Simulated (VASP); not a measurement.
# GaN (I-4m2) in VASP: single point with r2SCAN

Aim: the single point of GaN with r2SCAN.

Program: VASP 6.6.1. These are calculated values, not measurements. Logs are shortened: lines on timing, memory, paths and dates and some standing lists are left out, and cuts for length are marked.

**1. The cell of the first run**

The structure is tetragonal, space group I-4m2 (No. 119). The conventional cell has a = 3.276 Å, b = 3.276 Å, c = 4.430 Å, α = 90.00°, β = 90.00°, γ = 90.00°. Within 2.6 Å of Ga (site symmetry -4m2) lie 4 N at 1.98 Å. N (site symmetry -4m2) has 4 Ga at 1.98 Å within 2.6 Å.

**2. Single point, r2SCAN (strain +0.030 along x and y, -0.015 along z)**

The input, POSCAR:

```
GaN
1.0
    0.0000000000      2.3164048720      2.2152027174
    2.3164048720      0.0000000000      2.2152027174
    2.3164048720      2.3164048720      0.0000000000
Ga N
1 1
Direct
    0.0000000000      0.0000000000      0.0000000000
    0.7500000000      0.7500000000      0.7500000000
```

The input, INCAR.step1:

```
SYSTEM = GaN
  PREC = Accurate
  ENCUT = 1460
  ISMEAR = 0
  SIGMA = 0.05
  LREAL = .FALSE.
  LASPH = .TRUE.
  NELM = 120
  NBANDS = 16
  GGA = PE
  ALGO = Normal
  EDIFF = 1E-5
  LWAVE = .TRUE.
  LCHARG = .FALSE.
  GGA_COMPAT = .FALSE.
```

The input, INCAR.step2:

```
SYSTEM = GaN
  PREC = Accurate
  ENCUT = 1460
  EDIFF = 1E-6
  ISMEAR = 0
  SIGMA = 0.05
  LREAL = .FALSE.
  LASPH = .TRUE.
  NELM = 120
  ALGO = Normal
  ISIF = 2
  LWAVE = .FALSE.
  LCHARG = .FALSE.
  METAGGA = R2SCAN
  LMIXTAU = .TRUE.
  NBANDS = 16
  ISTART = 1
  GGA_COMPAT = .FALSE.
```

The input, KPOINTS:

```
regular mesh
0
G
  10 10 10
  0 0 0
```

Potentials or basis: VASP PAW PBE potentials, release 64 (Ga_d, N_h).

Run with:

```bash
$ cat potpaw_PBE.64/Ga_d/POTCAR potpaw_PBE.64/N_h/POTCAR > POTCAR
$ cp INCAR.step1 INCAR
$ mpirun -np 1 vasp_std > vasp.out
$ cp INCAR.step2 INCAR
$ mpirun -np 1 vasp_std > vasp.out
```

OUTCAR:

```text
SYSTEM = GaN
   PREC = Accurate
   ENCUT = 1460
   EDIFF = 1E-6
   ISMEAR = 0
   LREAL = .FALSE.
   LASPH = .TRUE.
   NELM = 120
   ISIF = 2
   METAGGA = R2SCAN
   ISTART = 1

 ion  position               nearest neighbor table
   1  0.000  0.000  0.000-   2 1.98   2 1.98   2 1.98   2 1.98
   2  0.750  0.750  0.750-   1 1.98   1 1.98   1 1.98   1 1.98

  LATTYP: Found a body centered tetragonal cell.
 ALAT       =     3.2758911859
 C/A-ratio  =     1.3524275330

  Lattice vectors:

 A1 = (   0.0000000000,  -2.3164048720,  -2.2152027174)
 A2 = (   0.0000000000,   2.3164048720,  -2.2152027174)
 A3 = (   2.3164048720,   0.0000000000,   2.2152027174)

Analysis of symmetry for initial positions (statically):
=====================================================================
 Subroutine PRICEL returns:
 Original cell was already a primitive cell.

 Routine SETGRP: Setting up the symmetry group for a
 body centered tetragonal supercell.

 Subroutine GETGRP returns: Found  8 space group operations
 (whereof  8 operations were pure point group operations)
 out of a pool of 16 trial point group operations.

The static configuration has the point symmetry D_2d.

Analysis of symmetry for dynamics (positions and initial velocities):
=====================================================================
 Subroutine PRICEL returns:
 Original cell was already a primitive cell.

 Routine SETGRP: Setting up the symmetry group for a
 body centered tetragonal supercell.

 Subroutine GETGRP returns: Found  8 space group operations
 (whereof  8 operations were pure point group operations)
 out of a pool of 16 trial point group operations.

The dynamic configuration has the point symmetry D_2d.

 Subroutine INISYM returns: Found  8 space group operations
 (whereof  8 operations are pure point group operations),
 and found     1 'primitive' translations

----------------------------------------------------------------------------------------

                                     Primitive cell

  volume of cell :      23.7724

  direct lattice vectors                    reciprocal lattice vectors
     0.000000000  2.316404872  2.215202717    -0.215851730  0.215851730  0.225712977
     2.316404872  0.000000000  2.215202717     0.215851730 -0.215851730  0.225712977
     2.316404872  2.316404872  0.000000000     0.215851730  0.215851730 -0.225712977

  length of vectors
     3.205129422  3.205129422  3.275891186     0.379644949  0.379644949  0.379644949

  position of ions in fractional coordinates (direct lattice)
     0.000000000  0.000000000  0.000000000
     0.750000000  0.750000000  0.750000000

  ion indices of the primitive-cell ions
   primitive index   ion index
                 1           1
                 2           2

----------------------------------------------------------------------------------------

 KPOINTS: regular mesh

Automatic generation of k-mesh.
 Grid dimensions read from file:
 generate k-points for:   10   10   10

 Generating k-lattice:

  Cartesian coordinates                     Fractional coordinates (reciprocal lattice)
    -0.021585173  0.021585173  0.022571298     0.100000000  0.000000000  0.000000000
     0.021585173 -0.021585173  0.022571298     0.000000000  0.100000000  0.000000000
     0.021585173  0.021585173 -0.022571298     0.000000000  0.000000000  0.100000000

  Length of vectors
     0.037964495  0.037964495  0.037964495

  Shift w.r.t. Gamma in fractional coordinates (k-lattice)
     0.000000000  0.000000000  0.000000000

 Subroutine IBZKPT returns following result:
 ===========================================

 Found    102 irreducible k-points:

 Following reciprocal coordinates:
            Coordinates               Weight
  0.000000  0.000000  0.000000      1.000000
  0.100000 -0.000000  0.000000      8.000000
  0.200000 -0.000000  0.000000      8.000000
  0.300000  0.000000  0.000000      8.000000
  0.400000 -0.000000  0.000000      8.000000
  0.500000 -0.000000  0.000000      4.000000
[... 16 lines left out ...]
  0.300000  0.300000  0.000000      2.000000
  0.400000  0.300000  0.000000      8.000000
 [... further k-points ...]
   k-points           NKPTS =    102   k-points in BZ     NKDIM =    102   number of bands    NBANDS=     16
   number of dos      NEDOS =    301   number of ions     NIONS =      2
   total plane-waves  NPLWV =  67200
   dimension x,y,z NGX =    40 NGY =   40 NGZ =   42
   dimension x,y,z NGXF=    80 NGYF=   80 NGZF=   84
   ions per type =               1   1
   NGX,Y,Z   is equivalent  to a cutoff of  20.75, 20.75, 21.31 a.u.
   NGXF,Y,Z  is equivalent  to a cutoff of  41.49, 41.49, 42.63 a.u.
 SYSTEM =  GaN
   PREC   = accura    normal or accurate (medium, high low for compatibility)
   ISTART =      1    job   : 0-new  1-cont  2-samecut
   ICHARG =      0    charge: 1-file 2-atom 10-const
   ISPIN  =      1    spin polarized calculation?
   LNONCOLLINEAR =      F non collinear calculations
   LSORBIT =      F    spin-orbit coupling
   LASPH  =      T    aspherical Exc in radial PAW
   ENCUT  = 1460.0 eV 107.31 Ry   10.36 a.u.   9.99  9.99 10.21*2*pi/ulx,y,z
   NELM   =    120;   NELMIN=  2; NELMDL=  0     # of ELM steps
   EDIFF  = 0.1E-05   stopping-criterion for ELM
   LREAL  =      F    real-space projection
   EDIFFG = 0.1E-04   stopping-criterion for IOM
   NSW    =      0    number of steps for IOM
   IBRION =     -1    ionic relax: 0-MD 1-quasi-New 2-CG
   NFREE  =      0    steps in history (QN), initial steepest desc. (CG)
   ISIF   =      2    stress and relaxation
   ISYM   =      2    0-nonsym 1-usesym 2-fastsym
   POTIM  = 0.5000    time-step for ionic-motion
   TEBEG  =    0.0;   TEEND  =   0.0 temperature during run
   PSTRESS=    0.0 pullay stress
   NELECT =      18.0000    total number of electrons
   NUPDOWN=      -1.0000    fix difference up-down
   EMIN   =  10.00;   EMAX   =-10.00  energy-range for DOS
   EFERMI =   0.00;   METHOD = LEGACY
   ISMEAR =     0;   SIGMA  =   0.05  broadening in eV -4-tet -1-fermi 0-gaus
   EFERMI_NEDOS =   21; number of points for ismear=-14 and -15
   IALGO  =     38    algorithm
   IMIX   =      4    mixing-type and parameters
     AMIX     =   0.40;   BMIX     =  1.00
     AMIX_MAG =   1.60;   BMIX_MAG =  1.00
  volume/ion in A,a.u.               =      11.89        80.21
  Fermi-wavevector in a.u.,A,eV,Ry     =   1.492135  2.819727 30.292932  2.226468
  Thomas-Fermi vector in A             =   2.604702
   LORBIT       =      0    0 simple, 1 ext, 2 COOP (PROOUT), +10 PAW based schemes
   METAGGA = R2SCAN    functional components
   LHFCALC =     F    Hartree Fock is set to
   AEXX    =    0.0000 exact exchange contribution
   IVDW    =     0    specifies the selected vdW correction
   LEPSILON=     F    determine dielectric tensor
   LRPA    =     F    only Hartree local field effects (RPA)
 non-spin polarized calculation
 Gauss-broadening in eV      SIGMA  =   0.05
  energy-cutoff  :     1460.00
  volume of cell :       23.77
 maximum number of plane-waves:      3046
   NGX = 19   NGY = 19   NGZ = 21

 number of electron      18.0000001 magnetization

 Free energy of the ion-electron system (eV)
  ---------------------------------------------------
  ext. energy  EPLUGINS =         0.00000000
  ---------------------------------------------------
  free energy    TOTEN  =       -21.86848287 eV

  energy without entropy =      -21.86848287  energy(sigma->0) =      -21.86848287

 E-fermi :   5.3231     XC(G=0): -12.4062

 val. band max:        5.0229166983   @ k =   0.0000   0.0000   0.0000
 cond. band min:       6.7575194009   @ k =   0.0000   0.0000   0.0000
 fundamental gap:      1.7346027025
 Fermi energy:         5.3231278800

 k-point     1 :       0.0000    0.0000    0.0000
  band No.  band energies     occupation
      1     -11.5108      2.00000
      2      -8.9290      2.00000
      3      -8.9289      2.00000
      4      -8.8869      2.00000
      5      -8.6054      2.00000
      6      -8.6047      2.00000
[... 8 lines left out ...]
     15      23.8512      0.00000
     16      23.8514      0.00000

 k-point     2 :       0.1000   -0.0000    0.0000
  band No.  band energies     occupation
      1     -11.4086      2.00000
      2      -8.9162      2.00000
      3      -8.9007      2.00000
      4      -8.8604      2.00000
      5      -8.6070      2.00000
      6      -8.6046      2.00000
[... 8 lines left out ...]
     15      22.6010      0.00000
     16      23.6772      0.00000

 k-point     3 :       0.2000   -0.0000    0.0000
  band No.  band energies     occupation
      1     -11.1512      2.00000
      2      -8.8868      2.00000
      3      -8.8603      2.00000
      4      -8.7075      2.00000
      5      -8.6056      2.00000
      6      -8.6003      2.00000
[... 8 lines left out ...]
     15      21.8981      0.00000
     16      22.8134      0.00000

 k-point     4 :       0.3000    0.0000    0.0000
  band No.  band energies     occupation
      1     -10.8732      2.00000
      2      -8.8600      2.00000
      3      -8.8310      2.00000
      4      -8.6044      2.00000
      5      -8.5841      2.00000
      6      -8.3266      2.00000
[... 8 lines left out ...]
     15      22.6189      0.00000
     16      22.8932      0.00000

 k-point     5 :       0.4000   -0.0000    0.0000
  band No.  band energies     occupation
      1     -10.6984      2.00000
      2      -8.8473      2.00000
      3      -8.8171      2.00000
      4      -8.5876      2.00000
      5      -8.5612      2.00000
      6      -7.7861      2.00000
[... 8 lines left out ...]
     15      24.1361      0.00000
     16      24.1722      0.00000

 k-point     6 :       0.5000   -0.0000    0.0000
  band No.  band energies     occupation
      1     -10.6452      2.00000
      2      -8.8445      2.00000
      3      -8.8140      2.00000
      4      -8.5791      2.00000
      5      -8.5502      2.00000
      6      -7.4818      2.00000
[... 8 lines left out ...]
     15      25.1515      0.00000
     16      25.2268      0.00000

 k-point     7 :       0.1000    0.1000    0.0000
  band No.  band energies     occupation
      1     -11.3685      2.00000
      2      -8.9047      2.00000
      3      -8.9046      2.00000
      4      -8.8470      2.00000
      5      -8.6107      2.00000
      6      -8.5966      2.00000
[... 8 lines left out ...]
     15      24.5113      0.00000
     16      24.6600      0.00000

 k-point     8 :       0.2000    0.1000    0.0000
  band No.  band energies     occupation
      1     -11.1602      2.00000
      2      -8.8739      2.00000
      3      -8.8720      2.00000
      4      -8.7540      2.00000
      5      -8.5958      2.00000
      6      -8.5875      2.00000
[... 8 lines left out ...]
     15      23.7475      0.00000
     16      23.8188      0.00000

 k-point     9 :       0.3000    0.1000    0.0000
  band No.  band energies     occupation
      1     -10.8942      2.00000
      2      -8.8435      2.00000
      3      -8.8398      2.00000
      4      -8.6620      2.00000
      5      -8.5723      2.00000
      6      -8.3722      2.00000
[... 8 lines left out ...]
     15      23.1489      0.00000
     16      23.9631      0.00000
[... 172 lines left out ...]
 k-point    19 :       0.5000    0.2000    0.0000
  band No.  band energies     occupation
      1     -10.5682      2.00000
      2      -8.8030      2.00000
      3      -8.7702      2.00000
      4      -8.6583      2.00000
      5      -8.5469      2.00000
      6      -7.3314      2.00000
[... 8 lines left out ...]
     15      25.9407      0.00000
     16      26.0258      0.00000

 k-point    20 :      -0.4000    0.2000    0.0000
  band No.  band energies     occupation
      1     -10.5643      2.00000
      2      -8.8052      2.00000
      3      -8.7755      2.00000
      4      -8.6285      2.00000
      5      -8.5692      2.00000
      6      -7.2678      2.00000
[... 8 lines left out ...]
     15      24.0315      0.00000
     16      26.0354      0.00000

 k-point    21 :      -0.3000    0.2000    0.0000
  band No.  band energies     occupation
      1     -10.6371      2.00000
      2      -8.8058      2.00000
      3      -8.7942      2.00000
      4      -8.6152      2.00000
      5      -8.6003      2.00000
      6      -7.6936      2.00000
[... 8 lines left out ...]
     15      22.2922      0.00000
     16      26.4077      0.00000

 k-point    22 :      -0.2000    0.2000    0.0000
  band No.  band energies     occupation
      1     -10.7954      2.00000
      2      -8.8304      2.00000
      3      -8.8115      2.00000
      4      -8.6162      2.00000
      5      -8.6141      2.00000
      6      -8.2027      2.00000
[... 8 lines left out ...]
     15      22.4668      0.00000
     16      26.3440      0.00000

 k-point    23 :       0.3000    0.3000    0.0000
  band No.  band energies     occupation
      1     -10.6871      2.00000
      2      -8.7668      2.00000
      3      -8.7493      2.00000
      4      -8.7492      2.00000
      5      -8.5495      2.00000
      6      -8.0665      2.00000
[... 8 lines left out ...]
     15      26.7468      0.00000
     16      27.4884      0.00000

 k-point    24 :       0.4000    0.3000    0.0000
  band No.  band energies     occupation
      1     -10.5752      2.00000
      2      -8.7857      2.00000
      3      -8.7154      2.00000
      4      -8.7112      2.00000
      5      -8.5384      2.00000
      6      -7.6438      2.00000
[... 8 lines left out ...]
     15      27.4052      0.00000
     16      27.4334      0.00000

 [... further k-points ...]

------------------------ aborting loop because EDIFF is reached ----------------------------------------

  FORCE on cell =-STRESS in cart. coord.  units (eV):
  Direction    XX          YY          ZZ          XY          YZ          ZX
  --------------------------------------------------------------------------------------
  -------------------------------------------------------------------------------------
  Total       -1.3039688     -1.3039688     -0.5076313      0.0000000      0.0000000      0.0000000
  in kB      -87.8830982    -87.8830982    -34.2126353      0.0000000      0.0000000      0.0000000
  external PRESSURE =     -69.9929439 kB  Pullay stress =       0.0000000 kB

 VOLUME and BASIS-vectors are now :
 -----------------------------------------------------------------------------
  energy-cutoff  :     1460.00
  volume of cell :       23.77
      direct lattice vectors                 reciprocal lattice vectors
     0.000000000  2.316404872  2.215202717    -0.215851730  0.215851730  0.225712977
     2.316404872  0.000000000  2.215202717     0.215851730 -0.215851730  0.225712977
     2.316404872  2.316404872  0.000000000     0.215851730  0.215851730 -0.225712977

 POSITION                                       TOTAL-FORCE (eV/Angst)
 -----------------------------------------------------------------------------------
      0.00000      0.00000      0.00000        -0.000000     -0.000000     -0.000000
      3.47461      3.47461      3.32280         0.000000      0.000000      0.000000
 -----------------------------------------------------------------------------------
    total drift:                               -0.000022     -0.000022      0.000061

  FREE ENERGIE OF THE ION-ELECTRON SYSTEM (eV)
  ---------------------------------------------------
  free  energy   TOTEN  =       -21.8684828651 eV

  energy  without entropy=      -21.8684828651  energy(sigma->0) =      -21.86848287
```

Run time: 5.8 min. Hardware: 1 thread of Intel Xeon Platinum 8375C at 2.90GHz (Ice Lake), shared host; peak memory 0.41 GiB.

What came out:

- Free energy: -21.8685 eV
- Pressure: -7.0 GPa
- Band gap on the k mesh: 1.73 eV

Caveat: the cell differs from its parent crystal (strain +0.030 along x and y, -0.015 along z); the stress differs along the axes, from -9 to -3 GPa; the PAW data sets were made with another functional, which shifts forces and pressure a little.
